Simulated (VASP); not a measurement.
# TiNi (Pmma) in VASP: a series of runs

TiNi is run at these levels: PBEsol; tasks: single point.

Everything below comes from runs of VASP 6.6.1. Logs are shortened: lines on timing, memory, paths and dates and some standing lists are left out, and cuts for length are marked.

## (1) The cell of the first run

It takes space group Pmma (No. 51, orthorhombic). The conventional cell has a = 4.086 Å, b = 2.856 Å, c = 4.587 Å, α = 90.00°, β = 90.00°, γ = 90.00°. Ni (site symmetry mm2) has 8 Ti at 2.52 to 2.89 Å and 4 Ni at 2.62 to 2.86 Å within 3.3 Å. Within 3.3 Å of Ti (site symmetry mm2) lie 8 Ni at 2.52 to 2.89 Å and 6 Ti at 2.86 to 3.24 Å.

## (2) Single point, PBEsol, collinear spin, ferromagnetic start

Contents of INCAR:

```
PREC = Accurate
ENCUT = 520
EDIFF = 1E-7
ISMEAR = -1
SIGMA = 0.05
LREAL = False
LASPH = True
NELM = 150
ALGO = Normal
ISIF = 2
LWAVE = False
LCHARG = False
ISPIN = 2
MAGMOM = 1 1 1 1
LORBIT = 11
LMAXMIX = 4
GGA = PS
NBANDS = 34
```

Contents of KPOINTS:

```
regular mesh
0
Gamma
  7 9 6
```

Contents of POSCAR:

```
TiNi
1.0
    4.0860423500      0.0000000000      0.0000000000
    0.0000000000      2.8562042400      0.0000000000
    0.0000000000      0.0000000000      4.5867576300
Ni Ti
2 2
Direct
    0.7500000000      0.0000000000      0.8209744100
    0.2500000000      0.0000000000      0.1790255900
    0.7500000000      0.5000000000      0.2744080600
    0.2500000000      0.5000000000      0.7255919400
```

Potentials or basis: VASP PAW PBE potentials, release 64 (Ni, Ti_sv).

Run with:

```console
> cat potpaw_PBE.64/Ni/POTCAR potpaw_PBE.64/Ti_sv/POTCAR > POTCAR
> mpirun -np 1 vasp_std > vasp.out
```

OUTCAR:

```text
PREC = Accurate
   ENCUT = 520
   EDIFF = 1E-7
   ISMEAR = -1
   LREAL = False
   LASPH = True
   NELM = 150
   ISIF = 2
   ISPIN = 2
   LORBIT = 11
   GGA = PS

 ion  position               nearest neighbor table
   1  0.750  0.000  0.821-   3 2.52   3 2.52   4 2.53   4 2.53   4 2.53   4 2.53   2 2.62   2 2.62
                             3 2.89   3 2.89
   2  0.250  0.000  0.179-   4 2.52   4 2.52   3 2.53   3 2.53   3 2.53   3 2.53   1 2.62   1 2.62
                             4 2.89   4 2.89
   3  0.750  0.500  0.274-   1 2.52   1 2.52   2 2.53   2 2.53   2 2.53   2 2.53   1 2.89   1 2.89
                             4 2.91   4 2.91
   4  0.250  0.500  0.726-   2 2.52   2 2.52   1 2.53   1 2.53   1 2.53   1 2.53   2 2.89   2 2.89
                             3 2.91   3 2.91

  LATTYP: Found a simple orthorhombic cell.
 ALAT       =     2.8562042400
 B/A-ratio  =     1.4305847925
 C/A-ratio  =     1.6058927320

  Lattice vectors:

 A1 = (   0.0000000000,  -2.8562042400,   0.0000000000)
 A2 = (   4.0860423500,   0.0000000000,   0.0000000000)
 A3 = (   0.0000000000,   0.0000000000,   4.5867576300)

Analysis of symmetry for initial positions (statically):
=====================================================================
 Subroutine PRICEL returns:
 Original cell was already a primitive cell.

 Routine SETGRP: Setting up the symmetry group for a
 simple orthorhombic supercell.

 Subroutine GETGRP returns: Found  8 space group operations
 (whereof  4 operations were pure point group operations)
 out of a pool of  8 trial point group operations.

The static configuration has the point symmetry C_2h.
 The point group associated with its full space group is D_2h.

Analysis of symmetry for dynamics (positions and initial velocities):
=====================================================================
 Subroutine PRICEL returns:
 Original cell was already a primitive cell.

 Routine SETGRP: Setting up the symmetry group for a
 simple orthorhombic supercell.

 Subroutine GETGRP returns: Found  8 space group operations
 (whereof  4 operations were pure point group operations)
 out of a pool of  8 trial point group operations.

The dynamic configuration has the point symmetry C_2h.
 The point group associated with its full space group is D_2h.

Analysis of structural, dynamic, and magnetic symmetry:
=====================================================================
 Subroutine PRICEL returns:
 Original cell was already a primitive cell.

[... 134 lines left out ...]
  Fermi-wavevector in a.u.,A,eV,Ry     =   1.533533  2.897957 31.997134  2.351723
  Thomas-Fermi vector in A             =   2.640587
   LORBIT       =     11    0 simple, 1 ext, 2 COOP (PROOUT), +10 PAW based schemes
   GGA     = PS    functional components
   LHFCALC =     F    Hartree Fock is set to
   AEXX    =    0.0000 exact exchange contribution
   IVDW    =     0    specifies the selected vdW correction
   LEPSILON=     F    determine dielectric tensor
   LRPA    =     F    only Hartree local field effects (RPA)
 spin polarized calculation
  energy-cutoff  :      520.00
  volume of cell :       53.53
 maximum number of plane-waves:      1457
   NGX = 15   NGY = 11   NGZ = 17

 number of electron      44.0000025 magnetization      -0.0000073

 number of electron      44.0000025 magnetization       0.0000100

 Free energy of the ion-electron system (eV)
  ---------------------------------------------------
  ext. energy  EPLUGINS =         0.00000000
  ---------------------------------------------------
  free energy    TOTEN  =       -30.53582076 eV

  energy without entropy =      -30.50127636  energy(sigma->0) =      -30.51854856

 E-fermi :   9.2965     XC(G=0): -12.6240

 val. band max:        9.2929199242   @ k =   0.1429   0.1111   0.5000
 cond. band min:       9.2970014593   @ k =   0.4286   0.0000   0.3333
 fundamental gap:      0.0040815351
 Fermi energy:         9.2965149165

 spin component 1

 k-point     1 :       0.0000    0.0000    0.0000
  band No.  band energies     occupation
      1     -47.5151      1.00000
      2     -47.4617      1.00000
      3     -23.9518      1.00000
      4     -23.9497      1.00000
      5     -23.7487      1.00000
      6     -23.7097      1.00000
[... 877 lines left out ...]
     33      17.6997      0.00000
     34      18.3464      0.00000

 [... further k-points ...]

 spin component 2

 k-point     1 :       0.0000    0.0000    0.0000
  band No.  band energies     occupation
      1     -47.5151      1.00000
      2     -47.4617      1.00000
      3     -23.9518      1.00000
      4     -23.9497      1.00000
      5     -23.7487      1.00000
      6     -23.7097      1.00000
[... 877 lines left out ...]
     33      17.6997      0.00000
     34      18.3464      0.00000

 [... further k-points ...]
[... 5 lines left out ...]
  --------------------------------------------------------------------------------------
  -------------------------------------------------------------------------------------
  Total       -0.9146123     -0.9217562     -1.0910959      0.0000000      0.0000000      0.0000000
  in kB      -27.3747221    -27.5885419    -32.6569469      0.0000000      0.0000000      0.0000000
  external PRESSURE =     -29.2067370 kB  Pullay stress =       0.0000000 kB

 VOLUME and BASIS-vectors are now :
 -----------------------------------------------------------------------------
  energy-cutoff  :      520.00
  volume of cell :       53.53
      direct lattice vectors                 reciprocal lattice vectors
     4.086042350  0.000000000  0.000000000     0.244735594  0.000000000  0.000000000
     0.000000000  2.856204240  0.000000000     0.000000000  0.350115018  0.000000000
     0.000000000  0.000000000  4.586757630     0.000000000  0.000000000  0.218018932

 POSITION                                       TOTAL-FORCE (eV/Angst)
 -----------------------------------------------------------------------------------
      3.06453      0.00000      3.76561        -0.000000     -0.000000     -0.091616
      1.02151      0.00000      0.82115        -0.000000     -0.000000      0.091616
      3.06453      1.42810      1.25864        -0.000000     -0.000000      0.000455
      1.02151      1.42810      3.32811         0.000000      0.000000     -0.000455
 -----------------------------------------------------------------------------------
    total drift:                                0.000000      0.000000      0.000000

  FREE ENERGIE OF THE ION-ELECTRON SYSTEM (eV)
  ---------------------------------------------------
  free  energy   TOTEN  =       -30.5358207617 eV

  energy  without entropy=      -30.5012763579  energy(sigma->0) =      -30.51854856

 total charge

# of ion       s       p       d       tot
------------------------------------------
    1        0.584   0.523   8.316   9.423
    2        0.584   0.523   8.316   9.423
    3        2.242   6.162   1.877  10.280
    4        2.242   6.162   1.877  10.280
--------------------------------------------------
tot          5.651  13.370  20.386  39.407

 magnetization (x)

# of ion       s       p       d       tot
------------------------------------------
    1        0.000  -0.000   0.000   0.000
    2        0.000  -0.000   0.000   0.000
    3        0.000  -0.000   0.000   0.000
    4        0.000  -0.000   0.000   0.000
--------------------------------------------------
tot          0.000  -0.000   0.000   0.000
```

OSZICAR:

```text
N       E                     dE             d eps       ncg     rms          rms(c)
DAV:   1     0.440641692588E+03    0.44064E+03   -0.20561E+04 10968   0.174E+03
DAV:   2     0.158910423191E+02   -0.42475E+03   -0.40875E+03 10926   0.440E+02
DAV:   3    -0.314822140405E+02   -0.47373E+02   -0.45596E+02 16450   0.141E+02
DAV:   4    -0.351831739010E+02   -0.37010E+01   -0.36393E+01 15086   0.334E+01
[... 11 lines left out ...]
DAV:  16    -0.305358219135E+02    0.13358E-05   -0.17760E-06 13930   0.126E-02    0.117E-02
DAV:  17    -0.305358209131E+02    0.10003E-05   -0.81136E-07 13422   0.108E-02    0.453E-03
DAV:  18    -0.305358207092E+02    0.20391E-06   -0.29678E-07  9612   0.584E-03    0.617E-04
DAV:  19    -0.305358207617E+02   -0.52441E-07   -0.91270E-08  6392   0.297E-03
   1 F= -.30535821E+02 E0= -.30518549E+02  d E =-.345444E-01  mag=    -0.0000
```

Run time: 2.7 min. Hardware: 1 thread of Intel Xeon 6975P-C (Granite Rapids), shared host; peak memory 0.33 GiB.

What came out:

| Quantity | Value |
| --- | --- |
| Free energy | -30.5358 eV |
| Pressure | -2.9 GPa |
| Largest force | 0.092 eV/Å |
| Band gap on the k mesh | zero (filled and empty bands overlap) |
| Net moment | 0.00 μB per cell |
| Valence electrons inside the program's atomic spheres | Ni 9.42; Ti 10.28 |

Forces in eV/Å, atoms in the order of the input:
```
Ni   0.000  0.000 -0.092
Ni   0.000  0.000  0.092
Ti   0.000  0.000  0.000
Ti   0.000  0.000  0.000
```

Caveat: the PAW data sets were made with another functional, which shifts forces and pressure a little.

## (3) Single point, PBEsol, collinear spin, ferromagnetic start (volume scaled by 1.02)

Contents of INCAR:

```
SYSTEM = TiNi
PREC = Accurate
ENCUT = 520
EDIFF = 1E-6
ISMEAR = -1
SIGMA = 0.05
LREAL = .FALSE.
LASPH = .TRUE.
NELM = 150
ALGO = Normal
ISIF = 2
LWAVE = .FALSE.
LCHARG = .FALSE.
ISPIN = 2
MAGMOM = 1 1 1 1
LORBIT = 11
LMAXMIX = 4
GGA = PS
NBANDS = 34
```

Contents of KPOINTS:

```
Automatic mesh
0
G
  7 9 6
  0 0 0
```

Contents of POSCAR:

```
TiNi
1.0
    4.1131030217      0.0000000000      0.0000000000
    0.0000000000      2.8751200511      0.0000000000
    0.0000000000      0.0000000000      4.6171343936
Ni Ti
2 2
Direct
    0.7500000000      0.0000000000      0.8209744100
    0.2500000000      0.0000000000      0.1790255900
    0.7500000000      0.5000000000      0.2744080600
    0.2500000000      0.5000000000      0.7255919400
```

Potentials or basis: VASP PAW PBE potentials, release 64 (Ni, Ti_sv).

Run with:

```console
> cat potpaw_PBE.64/Ni/POTCAR potpaw_PBE.64/Ti_sv/POTCAR > POTCAR
> mpirun -np 1 vasp_std > vasp.out
```

OUTCAR:

```text
SYSTEM = TiNi
   PREC = Accurate
   ENCUT = 520
   EDIFF = 1E-6
   ISMEAR = -1
   LREAL = .FALSE.
   LASPH = .TRUE.
   NELM = 150
   ISIF = 2
   ISPIN = 2
   LORBIT = 11
   GGA = PS

 ion  position               nearest neighbor table
   1  0.750  0.000  0.821-   3 2.54   3 2.54   4 2.55   4 2.55   4 2.55   4 2.55   2 2.64   2 2.64
                             3 2.90   3 2.90
   2  0.250  0.000  0.179-   4 2.54   4 2.54   3 2.55   3 2.55   3 2.55   3 2.55   1 2.64   1 2.64
                             4 2.90   4 2.90
   3  0.750  0.500  0.274-   1 2.54   1 2.54   2 2.55   2 2.55   2 2.55   2 2.55   1 2.90   1 2.90

   4  0.250  0.500  0.726-   2 2.54   2 2.54   1 2.55   1 2.55   1 2.55   1 2.55   2 2.90   2 2.90

  LATTYP: Found a simple orthorhombic cell.
 ALAT       =     2.8751200511
 B/A-ratio  =     1.4305847925
 C/A-ratio  =     1.6058927320

  Lattice vectors:

 A1 = (   0.0000000000,  -2.8751200511,   0.0000000000)
 A2 = (   4.1131030217,   0.0000000000,   0.0000000000)
 A3 = (   0.0000000000,   0.0000000000,   4.6171343936)

[... 1105 lines left out ...]
      6     -24.0006      1.00000
[... 877 lines left out ...]
     33      17.2751      0.00000
     34      17.9214      0.00000

 [... further k-points ...]
[... 5 lines left out ...]
  --------------------------------------------------------------------------------------
  -------------------------------------------------------------------------------------
  Total       -2.0273176     -1.9328178     -2.1262315      0.0000000      0.0000000     -0.0000000
  in kB      -59.4886738    -56.7157144    -62.3911569      0.0000000      0.0000000     -0.0000000
  external PRESSURE =     -59.5318484 kB  Pullay stress =       0.0000000 kB

 VOLUME and BASIS-vectors are now :
 -----------------------------------------------------------------------------
  energy-cutoff  :      520.00
  volume of cell :       54.60
      direct lattice vectors                 reciprocal lattice vectors
     4.113103022  0.000000000  0.000000000     0.243125444  0.000000000  0.000000000
     0.000000000  2.875120051  0.000000000     0.000000000  0.347811563  0.000000000
     0.000000000  0.000000000  4.617134394     0.000000000  0.000000000  0.216584555

 POSITION                                       TOTAL-FORCE (eV/Angst)
 -----------------------------------------------------------------------------------
      3.08483      0.00000      3.79055        -0.000000     -0.000000     -0.038810
      1.02828      0.00000      0.82659         0.000000     -0.000000      0.038810
      3.08483      1.43756      1.26698        -0.000000     -0.000000     -0.086153
      1.02828      1.43756      3.35016        -0.000000      0.000000      0.086153
 -----------------------------------------------------------------------------------
    total drift:                                0.000000      0.000000      0.000000

  FREE ENERGIE OF THE ION-ELECTRON SYSTEM (eV)
  ---------------------------------------------------
  free  energy   TOTEN  =       -30.5062458599 eV

  energy  without entropy=      -30.4714509882  energy(sigma->0) =      -30.48884842

 total charge

# of ion       s       p       d       tot
------------------------------------------
    1        0.575   0.508   8.308   9.391
    2        0.575   0.508   8.308   9.391
    3        2.237   6.155   1.861  10.253
    4        2.237   6.155   1.861  10.253
--------------------------------------------------
tot          5.625  13.326  20.337  39.289

 magnetization (x)

# of ion       s       p       d       tot
------------------------------------------
    1       -0.000  -0.000  -0.000  -0.000
    2       -0.000  -0.000  -0.000  -0.000
    3       -0.000   0.000   0.000   0.000
    4       -0.000   0.000   0.000   0.000
--------------------------------------------------
tot         -0.000  -0.000  -0.000  -0.000
```

stdout:

```text
POSCAR found type information on POSCAR NiTi
 POSCAR found :  2 types and       4 ions
 scaLAPACK will be used
 -----------------------------------------------------------------------------
|                                                                             |
|                                                                             |
|     You enforced a specific xc type in the INCAR file but a different       |
|     I HOPE YOU KNOW WHAT YOU ARE DOING!                                     |
|                                                                             |
 -----------------------------------------------------------------------------

 LDA part: xc-table for (Slater+PW92), standard interpolation
 POSCAR, INCAR and KPOINTS ok, starting setup
 FFT: planning ... GRIDC
 FFT: planning ... GRID_SOFT
 FFT: planning ... GRID
 WAVECAR not read
 entering main loop
```

Wall time 2.1 min (1 thread of Intel Xeon 6975P-C (Granite Rapids), shared host); peak memory 0.34 GiB.

Results:

| Quantity | Value |
| --- | --- |
| Free energy | -30.5062 eV |
| Pressure | -6.0 GPa |
| Largest force | 0.086 eV/Å |
| Band gap on the k mesh | zero (filled and empty bands overlap) |
| Net moment | 0.00 μB per cell |
| Valence electrons inside the program's atomic spheres | Ni 9.39; Ti 10.25 |

Forces on the atoms (eV/Å):
```
Ni   0.000  0.000 -0.039
Ni   0.000  0.000  0.039
Ti   0.000  0.000 -0.086
Ti   0.000  0.000  0.086
```

Caveat: the PAW data sets were made with another functional, which shifts forces and pressure a little.

## (4) Single point, PBEsol, collinear spin, ferromagnetic start (volume scaled by 0.98)

Contents of INCAR:

```
PREC = Accurate
ENCUT = 520
EDIFF = 1E-6
ISMEAR = -1
SIGMA = 0.05
LREAL = False
LASPH = True
NELM = 150
ALGO = Normal
ISIF = 2
LWAVE = False
LCHARG = False
ISPIN = 2
MAGMOM = 1 1 1 1
LORBIT = 11
LMAXMIX = 4
GGA = PS
NBANDS = 34
```

Contents of KPOINTS:

```
regular mesh
0
Gamma
  7 9 6
```

Contents of POSCAR:

```
TiNi
1.0
    4.0586184207      0.0000000000      0.0000000000
    0.0000000000      2.8370345064      0.0000000000
    0.0000000000      0.0000000000      4.5559730942
Ni Ti
2 2
Direct
    0.7500000000      0.0000000000      0.8209744100
    0.2500000000      0.0000000000      0.1790255900
    0.7500000000      0.5000000000      0.2744080600
    0.2500000000      0.5000000000      0.7255919400
```

Run with:

```console
> cat potpaw_PBE.64/Ni/POTCAR potpaw_PBE.64/Ti_sv/POTCAR > POTCAR
> mpirun -np 1 vasp_std > vasp.out
```

Run time: 4 min. Hardware: 1 thread of Intel Xeon 6975P-C, shared host; peak memory 0.33 GiB.

It converged, with:

- Free energy: -30.5438 eV
- Pressure: 0.5 GPa
- Largest force: 0.150 eV/Å
- Band gap on the k mesh: zero (filled and empty bands overlap)
- Net moment: 0.00 μB per cell
- Valence electrons inside the program's atomic spheres: Ni 9.46; Ti 10.31

Forces on the atoms (eV/Å):
```
Ni   0.000  0.000 -0.150
Ni   0.000  0.000  0.150
Ti   0.000  0.000  0.096
Ti   0.000  0.000 -0.096
```

Stress tensor (GPa, compression positive):
```
0.89 0.00 0.00
0.00 0.52 0.00
0.00 0.00 0.10
```

Levels at points of the mesh, in eV from the Fermi level:
Spin up:
| k point | band 19 | band 20 | band 21 | band 22 | band 23 | band 24 | band 25 | band 26 |
| --- | --- | --- | --- | --- | --- | --- | --- | --- |
| (0.00, 0.00, 0.00) | -1.45 | -1.11 | -0.30 | 0.25 | 0.29 | 0.58 | 1.30 | 2.33 |
| (0.00, 0.00, 0.50) | -1.66 | -1.62 | -0.66 | 0.17 | 0.34 | 0.45 | 0.47 | 1.25 |
Spin down:
```
           k point  band 20  band 21  band 22  band 23  band 24  band 25
(0.00, 0.00, 0.00)    -1.11    -0.30     0.25     0.29     0.58     1.30
(0.00, 0.00, 0.50)    -1.62    -0.66     0.17     0.34     0.45     0.47
```

Caveat: the PAW data sets were made with another functional, which shifts forces and pressure a little.

## (5) Overview

```csv
cell,gap on the mesh (eV),pressure (GPa),moment (μB),largest force (eV/Å)
"a = 4.086, b = 2.856, c = 4.587 Å, 4 atoms",none,-2.9,0.00,0.09
"a = 4.113, b = 2.875, c = 4.617 Å, 4 atoms",none,-6.0,0.00,0.09
"a = 4.059, b = 2.837, c = 4.556 Å, 4 atoms",none,0.5,0.00,0.15
```

Alike in all rows: task single point; level PBEsol; potentials or basis VASP PAW PBE potentials, release 64 (Ni, Ti_sv); spin collinear, ferromagnetic start; k mesh 7 × 9 × 6; cutoff (eV) 520; smearing fermi-dirac 0.05 eV.

Caveats: the PAW data sets were made with another functional, which shifts forces and pressure a little.

Absolute energies hang on the potentials; compare differences alone.
